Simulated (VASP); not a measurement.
# SnSe in VASP: single point with LDA

Aim: the single point of SnSe with LDA.

Program: VASP 6.6.1. These are calculated values, not measurements. Logs are shortened: lines on timing, memory, paths and dates and some standing lists are left out, and cuts for length are marked.

## Step 1: The cell of the first run

The cell holds a slab with vacuum, 4 atoms: a = 4.285 Å, b = 4.285 Å, c = 10.991 Å, α = 90.00°, β = 90.00°, γ = 90.00°.

## Step 2: Single point, LDA, non-collinear spin, zero start, spin-orbit coupling

File INCAR:

```
SYSTEM = SnSe
ALGO     = Normal         ! electronic algorithm
EDIFF    = 1E-7           ! SCF threshold, eV
ENCUT    = 520            ! plane-wave cutoff, eV
GGA_COMPAT= .FALSE.      
ISIF     = 2              ! what is computed and relaxed
ISMEAR   = 0              ! smearing method
LASPH    = .TRUE.         ! aspherical terms in the spheres
LCHARG   = .FALSE.        ! write CHGCAR
LORBIT   = 11             ! projections on sites
LORBMOM  = .TRUE.       
LREAL    = .FALSE.        ! projectors in reciprocal space
LSORBIT  = .TRUE.         ! spin-orbit coupling
LWAVE    = .FALSE.        ! write WAVECAR
MAGMOM   = 0 0 0 0 0 0 0 0 0 0 0 0 ! initial moments
NBANDS   = 54             ! bands
NELM     = 150            ! most SCF steps
PREC     = Accurate       ! precision mode
SIGMA    = 0.01           ! smearing width, eV
```

File KPOINTS:

```
k-points
0
G
  6 6 2
  0 0 0
```

File POSCAR:

```
SnSe
1.0
    4.2853270000      0.0000000000      0.0000000000
    0.0000000000      4.2853270000      0.0000000000
    0.0000000000      0.0000000000     10.9906920000
Sn Se
2 2
Direct
    0.5000000000      0.0000000000      0.3722290000
    0.0000000000      0.5000000000      0.6277710000
    0.5000000000      0.0000000000      0.6160390000
    0.0000000000      0.5000000000      0.3839610000
```

Potentials or basis: VASP PAW LDA potentials, release 64 (Sn_d, Se).

Run with:

```sh
$ cat potpaw_LDA.64/Sn_d/POTCAR potpaw_LDA.64/Se/POTCAR > POTCAR
$ mpirun -np 1 vasp_ncl > vasp.out
```

OUTCAR:

```text
SYSTEM = SnSe
   EDIFF = 1E-7
   ENCUT = 520
   ISIF = 2
   ISMEAR = 0
   LASPH = .TRUE.
   LORBIT = 11
   LREAL = .FALSE.
   LSORBIT = .TRUE.
   NELM = 150
   PREC = Accurate

 ion  position               nearest neighbor table
   1  0.500  0.000  0.372-   3 2.68   4 3.03   4 3.03   4 3.03   4 3.03
   2  0.000  0.500  0.628-   4 2.68   3 3.03   3 3.03   3 3.03   3 3.03
   3  0.500  0.000  0.616-   1 2.68   2 3.03   2 3.03   2 3.03   2 3.03
   4  0.000  0.500  0.384-   2 2.68   1 3.03   1 3.03   1 3.03   1 3.03

  LATTYP: Found a simple tetragonal cell.
 ALAT       =     4.2853270000
 C/A-ratio  =     2.5647265658

  Lattice vectors:

 A1 = (   4.2853270000,   0.0000000000,   0.0000000000)
 A2 = (   0.0000000000,   4.2853270000,   0.0000000000)
 A3 = (   0.0000000000,   0.0000000000,  10.9906920000)

Analysis of symmetry for initial positions (statically):
=====================================================================
 Subroutine PRICEL returns:
 Original cell was already a primitive cell.

 Routine SETGRP: Setting up the symmetry group for a
 simple tetragonal supercell.

 Subroutine GETGRP returns: Found 16 space group operations
 (whereof  8 operations were pure point group operations)
 out of a pool of 16 trial point group operations.

The static configuration has the point symmetry D_2d.
 The point group associated with its full space group is D_4h.

Analysis of symmetry for dynamics (positions and initial velocities):
=====================================================================
 Subroutine PRICEL returns:
 Original cell was already a primitive cell.

 Routine SETGRP: Setting up the symmetry group for a
 simple tetragonal supercell.

 Subroutine GETGRP returns: Found 16 space group operations
 (whereof  8 operations were pure point group operations)
 out of a pool of 16 trial point group operations.

The dynamic configuration has the point symmetry D_2d.
 The point group associated with its full space group is D_4h.

Analysis of structural, dynamic, and magnetic symmetry:
=====================================================================
 Subroutine PRICEL returns:
 Original cell was already a primitive cell.

 Routine SETGRP: Setting up the symmetry group for a
 simple tetragonal supercell.

 Subroutine GETGRP returns: Found 16 space group operations
 (whereof  8 operations were pure point group operations)
 out of a pool of 16 trial point group operations.

The overall configuration has the point symmetry D_2d.
 The point group associated with its full space group is D_4h.

 Subroutine INISYM returns: Found 16 space group operations
 (whereof  8 operations are pure point group operations),
 and found     1 'primitive' translations

[... 1284 lines left out ...]
  ---------------------------------------------------
  free  energy   TOTEN  =       -18.5658369586 eV

  energy  without entropy=      -18.5658369586  energy(sigma->0) =      -18.56583696

 orbital moment (x)

 # of ion     p       d       tot
 ----------------------------------------
  1        -0.000   0.000  -0.000
  2        -0.000   0.000  -0.000
  3        -0.000  -0.000  -0.000
  4         0.000   0.000   0.000
 ----------------------------------------
           -0.000   0.000  -0.000

 orbital moment (y)

 # of ion     p       d       tot
 ----------------------------------------
  1         0.000   0.000   0.000
  2         0.000  -0.000  -0.000
  3         0.000  -0.000   0.000
  4         0.000   0.000   0.000
 ----------------------------------------
            0.000  -0.000   0.000

 orbital moment (z)

 # of ion     p       d       tot
 ----------------------------------------
  1         0.000   0.000   0.000
  2         0.000   0.000   0.000
  3         0.000   0.000   0.000
  4         0.000   0.000   0.000
 ----------------------------------------
            0.000   0.000   0.000

 Spin-Orbit-Coupling matrix elements

 Ion:    1  E_soc:     -0.0923226
 l=   1
     0.0000000    -0.0094049    -0.0083525
    -0.0094049     0.0000000    -0.0094049
    -0.0083525    -0.0094049     0.0000000
 l=   2
     0.0000000    -0.0012667     0.0000000    -0.0012667    -0.0050770
    -0.0012667     0.0000000    -0.0037963    -0.0012657    -0.0012652
     0.0000000    -0.0037963     0.0000000    -0.0037963     0.0000000
    -0.0012667    -0.0012657    -0.0037963     0.0000000    -0.0012652
    -0.0050770    -0.0012652     0.0000000    -0.0012652     0.0000000
 l=   3
     0.0000000     0.0000000     0.0000000     0.0000000     0.0000000     0.0000000     0.0000000
     0.0000000     0.0000000     0.0000000     0.0000000     0.0000000     0.0000000     0.0000000
     0.0000000     0.0000000     0.0000000     0.0000000     0.0000000     0.0000000     0.0000000
     0.0000000     0.0000000     0.0000000     0.0000000     0.0000000     0.0000000     0.0000000
[... 49 lines left out ...]
 l=   2
     0.0000000     0.0000018     0.0000000     0.0000018     0.0000066
     0.0000018     0.0000000     0.0000056    -0.0000015    -0.0000010
     0.0000000     0.0000056     0.0000000     0.0000056     0.0000000
     0.0000018    -0.0000015     0.0000056     0.0000000    -0.0000010
     0.0000066    -0.0000010     0.0000000    -0.0000010     0.0000000
 l=   3
     0.0000000     0.0000000     0.0000000     0.0000000     0.0000000     0.0000000     0.0000000
     0.0000000     0.0000000     0.0000000     0.0000000     0.0000000     0.0000000     0.0000000
     0.0000000     0.0000000     0.0000000     0.0000000     0.0000000     0.0000000     0.0000000
     0.0000000     0.0000000     0.0000000     0.0000000     0.0000000     0.0000000     0.0000000
     0.0000000     0.0000000     0.0000000     0.0000000     0.0000000     0.0000000     0.0000000
     0.0000000     0.0000000     0.0000000     0.0000000     0.0000000     0.0000000     0.0000000
     0.0000000     0.0000000     0.0000000     0.0000000     0.0000000     0.0000000     0.0000000

 total charge

# of ion       s       p       d       tot
------------------------------------------
    1        1.374   0.731   9.986  12.092
    2        1.374   0.731   9.986  12.092
    3        1.478   2.314   0.023   3.814
    4        1.478   2.314   0.023   3.814
--------------------------------------------------
tot          5.704   6.090  20.018  31.812

 magnetization (x)

# of ion       s       p       d       tot
------------------------------------------
    1       -0.000   0.000  -0.000  -0.000
    2        0.000   0.000  -0.000  -0.000
    3        0.000   0.000   0.000   0.000
    4        0.000   0.000  -0.000   0.000
--------------------------------------------------
tot         -0.000   0.000  -0.000   0.000

 magnetization (y)

# of ion       s       p       d       tot
------------------------------------------
    1        0.000   0.000   0.000   0.000
    2        0.000   0.000   0.000   0.000
    3        0.000  -0.000   0.000  -0.000
    4        0.000   0.000   0.000   0.000
--------------------------------------------------
tot          0.000  -0.000   0.000  -0.000

 magnetization (z)

# of ion       s       p       d       tot
------------------------------------------
    1       -0.000  -0.000  -0.000  -0.000
    2        0.000  -0.000  -0.000  -0.000
    3       -0.000   0.000   0.000  -0.000
    4        0.000  -0.000  -0.000  -0.000
--------------------------------------------------
tot         -0.000  -0.000  -0.000  -0.000
```

OSZICAR:

```text
N       E                     dE             d eps       ncg     rms          rms(c)
DAV:   1     0.383339124899E+03    0.38334E+03   -0.17820E+04  2272   0.152E+03
DAV:   2     0.451892402653E+02   -0.33815E+03   -0.32346E+03  2296   0.386E+02
DAV:   3    -0.146814735758E+02   -0.59871E+02   -0.57497E+02  2588   0.175E+02
[... 11 lines left out ...]
DAV:  15    -0.185658215877E+02   -0.10980E-03   -0.16836E-05  2390   0.156E-02    0.286E-03
DAV:  16    -0.185658342964E+02   -0.12709E-04   -0.21934E-06  2194   0.538E-03    0.112E-03
DAV:  17    -0.185658362510E+02   -0.19545E-05   -0.22682E-07  1936   0.204E-03    0.686E-04
DAV:  18    -0.185658369051E+02   -0.65418E-06   -0.11693E-07  1856   0.120E-03    0.267E-04
DAV:  19    -0.185658369586E+02   -0.53486E-07   -0.10625E-08  1652   0.610E-04
   1 F= -.18565837E+02 E0= -.18565837E+02  d E =-.713708E-16  mag=     0.0000     0.0000    -0.0000
```

stdout:

```text
POSCAR found type information on POSCAR SnSe
 POSCAR found :  2 types and       4 ions
 scaLAPACK will be used
 LDA part: xc-table for (Slater(with rela. corr.)+CA(PZ))
 , standard interpolation
 POSCAR, INCAR and KPOINTS ok, starting setup
 FFT: planning ... GRIDC
 FFT: planning ... GRID_SOFT
 FFT: planning ... GRID
 WAVECAR not read
 entering main loop
```

It took 6 min on 1 thread of Oxide Virtual Turin-like, shared host; peak memory 0.6 GiB.

Results:

| Item | Value |
| --- | --- |
| Free energy | -18.5658 eV |
| Largest force | 0.225 eV/Å |
| Net moment | 0.00 μB per cell |
| Valence electrons inside the program's atomic spheres | Sn 12.09; Se 3.81 |

Forces on the atoms (eV/Å):
```
Sn   0.000  0.000  0.225
Sn   0.000  0.000 -0.225
Se   0.000  0.000 -0.023
Se   0.000  0.000  0.023
```

Moments on the atoms (μB; x, y, z):
```
Sn  0.00 0.00 0.00
Sn  0.00 0.00 0.00
Se  0.00 0.00 0.00
Se  0.00 0.00 0.00
```
